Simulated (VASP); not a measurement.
# Gd (Pm-3m) in VASP: a series of runs, part 2 of 2

VASP 6.6.1. The steps go on from the part before.

### 3 Single point, PBE, collinear spin, ferromagnetic start (15.07 Å³/atom)

File INCAR:

```
PREC     = Accurate       # precision mode
ENCUT    = 520            # plane-wave cutoff, eV
EDIFF    = 1E-6           # SCF threshold, eV
ISMEAR   = -1             # smearing method
SIGMA    = 0.08           # smearing width, eV
LREAL    = F              # projectors in reciprocal space
LASPH    = T              # aspherical terms in the spheres
NELM     = 150            # most SCF steps
ALGO     = Normal         # electronic algorithm
ISIF     = 2              # what is computed and relaxed
LWAVE    = F              # write WAVECAR
LCHARG   = F              # write CHGCAR
ISPIN    = 2              # spin polarisation
MAGMOM   = 7              # initial moments
LORBIT   = 11             # projections on sites
LMAXMIX  = 6              # l up to which the mixer works
GGA      = PE             # functional
NBANDS   = 19             # bands
```

File KPOINTS:

```
Automatic mesh
0
Gamma
  13 13 13
```

File POSCAR:

```
Gd
1.0
    2.4700179031      0.0000000000      0.0000000000
    0.0000000000      2.4700179031      0.0000000000
    0.0000000000      0.0000000000      2.4700179031
Gd
1
Direct
    0.0000000000      0.0000000000      0.0000000000
```

Potentials or basis: VASP PAW PBE potentials, release 64 (Gd).

Launch:

```sh
cat potpaw_PBE.64/Gd/POTCAR > POTCAR
mpirun -np 1 vasp_std > vasp.out
```

OUTCAR:

```text
PREC = Accurate
   ENCUT = 520
   EDIFF = 1E-6
   ISMEAR = -1
   LREAL = F
   LASPH = T
   NELM = 150
   ISIF = 2
   ISPIN = 2
   LORBIT = 11
   GGA = PE

 ion  position               nearest neighbor table
   1  0.000  0.000  0.000-

  LATTYP: Found a simple cubic cell.
 ALAT       =     2.4700179031

  Lattice vectors:

 A1 = (   2.4700179031,   0.0000000000,   0.0000000000)
 A2 = (   0.0000000000,   2.4700179031,   0.0000000000)
 A3 = (   0.0000000000,   0.0000000000,   2.4700179031)

Analysis of symmetry for initial positions (statically):
=====================================================================
 Subroutine PRICEL returns:
 Original cell was already a primitive cell.

 Routine SETGRP: Setting up the symmetry group for a
 simple cubic supercell.

 Subroutine GETGRP returns: Found 48 space group operations
 (whereof 48 operations were pure point group operations)
 out of a pool of 48 trial point group operations.

The static configuration has the point symmetry O_h .

Analysis of symmetry for dynamics (positions and initial velocities):
=====================================================================
 Subroutine PRICEL returns:
 Original cell was already a primitive cell.

 Routine SETGRP: Setting up the symmetry group for a
 simple cubic supercell.

 Subroutine GETGRP returns: Found 48 space group operations
 (whereof 48 operations were pure point group operations)
 out of a pool of 48 trial point group operations.

The dynamic configuration has the point symmetry O_h .

Analysis of structural, dynamic, and magnetic symmetry:
=====================================================================
 Subroutine PRICEL returns:
 Original cell was already a primitive cell.

 Routine SETGRP: Setting up the symmetry group for a
 simple cubic supercell.

 Subroutine GETGRP returns: Found 48 space group operations
 (whereof 48 operations were pure point group operations)
 out of a pool of 48 trial point group operations.

The overall configuration has the point symmetry O_h .

[... 122 lines left out ...]
   LHFCALC =     F    Hartree Fock is set to
   AEXX    =    0.0000 exact exchange contribution
   IVDW    =     0    specifies the selected vdW correction
   LEPSILON=     F    determine dielectric tensor
   LRPA    =     F    only Hartree local field effects (RPA)
 spin polarized calculation
  energy-cutoff  :      520.00
  volume of cell :       15.07
 maximum number of plane-waves:       437
   NGX =  9   NGY =  9   NGZ =  9

 number of electron      18.0000017 magnetization       6.3775076

 Free energy of the ion-electron system (eV)
  ---------------------------------------------------
  ext. energy  EPLUGINS =         0.00000000
  ---------------------------------------------------
  free energy    TOTEN  =        -8.08100507 eV

  energy without entropy =       -8.04729326  energy(sigma->0) =       -8.06414917

 E-fermi :   7.6949     XC(G=0): -14.0962

 val. band max:        7.6905226079   @ k =   0.4615   0.1538   0.1538
 cond. band min:       7.6972876123   @ k =   0.3846   0.3077   0.0000
 fundamental gap:      0.0067650044
 Fermi energy:         7.6949071160

 spin component 1

 k-point     1 :       0.0000    0.0000    0.0000
  band No.  band energies     occupation
      1     -38.2872      1.00000
      2     -11.8407      1.00000
      3     -11.8407      1.00000
      4     -11.8407      1.00000
      5       4.0725      1.00000
      6       4.3497      1.00000
[... 517 lines left out ...]
     18      24.3440      0.00000
     19      28.1693      0.00000

 [... further k-points ...]

 spin component 2

 k-point     1 :       0.0000    0.0000    0.0000
  band No.  band energies     occupation
      1     -35.6929      1.00000
      2      -9.6687      1.00000
      3      -9.6687      1.00000
      4      -9.6687      1.00000
      5       4.7254      1.00000
      6       5.3807      1.00000
[... 517 lines left out ...]
     18      25.6388      0.00000
     19      29.2273      0.00000

 [... further k-points ...]
[... 5 lines left out ...]
  --------------------------------------------------------------------------------------
  -------------------------------------------------------------------------------------
  Total        8.6674949      8.6674949      8.6674949      0.0000000      0.0000000     -0.0000000
  in kB      921.5181084    921.5181084    921.5181084      0.0000000      0.0000000     -0.0000000
  external PRESSURE =     921.5181084 kB  Pullay stress =       0.0000000 kB

 VOLUME and BASIS-vectors are now :
 -----------------------------------------------------------------------------
  energy-cutoff  :      520.00
  volume of cell :       15.07
      direct lattice vectors                 reciprocal lattice vectors
     2.470017903  0.000000000  0.000000000     0.404855365  0.000000000  0.000000000
     0.000000000  2.470017903  0.000000000     0.000000000  0.404855365  0.000000000
     0.000000000  0.000000000  2.470017903     0.000000000  0.000000000  0.404855365

 POSITION                                       TOTAL-FORCE (eV/Angst)
 -----------------------------------------------------------------------------------
      0.00000      0.00000      0.00000         0.000000      0.000000      0.000000
 -----------------------------------------------------------------------------------
    total drift:                                0.000000      0.000000      0.000000

  FREE ENERGIE OF THE ION-ELECTRON SYSTEM (eV)
  ---------------------------------------------------
  free  energy   TOTEN  =        -8.0810050716 eV

  energy  without entropy=       -8.0472932616  energy(sigma->0) =       -8.06414917

 total charge

# of ion       s       p       d       f       tot
--------------------------------------------------
    1        2.048   5.543   1.337   7.318  16.246

 magnetization (x)

# of ion       s       p       d       f       tot
--------------------------------------------------
    1        0.014  -0.057   0.031   6.258   6.246
```

OSZICAR:

```text
N       E                     dE             d eps       ncg     rms          rms(c)
DAV:   1     0.860913310875E+02    0.86091E+02   -0.60819E+03  7994   0.501E+03
DAV:   2     0.495751630135E+01   -0.81134E+02   -0.70237E+02  7839   0.372E+02
DAV:   3    -0.506836660261E+01   -0.10026E+02   -0.95957E+01  9158   0.100E+02
[... 10 lines left out ...]
DAV:  14    -0.808110464714E+01    0.13169E-03   -0.95495E-04 11269   0.722E-01    0.457E-01
DAV:  15    -0.808099794412E+01    0.10670E-03   -0.51039E-04  8109   0.104E+00    0.189E-01
DAV:  16    -0.808100368411E+01   -0.57400E-05   -0.84499E-05 11077   0.256E-01    0.105E-01
DAV:  17    -0.808100744999E+01   -0.37659E-05   -0.11946E-05 12064   0.953E-02    0.154E-01
DAV:  18    -0.808100532973E+01    0.21203E-05   -0.13156E-05 10384   0.132E-01    0.235E-02
DAV:  19    -0.808100507161E+01    0.25812E-06   -0.85184E-07  4227   0.424E-02
   1 F= -.80810051E+01 E0= -.80641492E+01  d E =-.337118E-01  mag=     6.3780
```

It took 38 s on 1 thread of AMD EPYC 9R45 (Zen 5), shared host; peak memory 0.13 GiB.

What came out:

```yaml
Free_energy: -8.0810 eV
Pressure: 92.2 GPa
Net_moment: 6.38 μB per cell
Site_moments: Gd +6.25 μB
Valence_electrons_inside_the_program's_atomic_spheres: Gd 16.25
```

Caveat: the cell stands under pressure; spin-orbit coupling is left out, which moves the levels of the heavy elements; semilocal functionals describe open f shells poorly, which spoils levels, moments and volumes. The state reached can hang on the start; a lower one may exist.
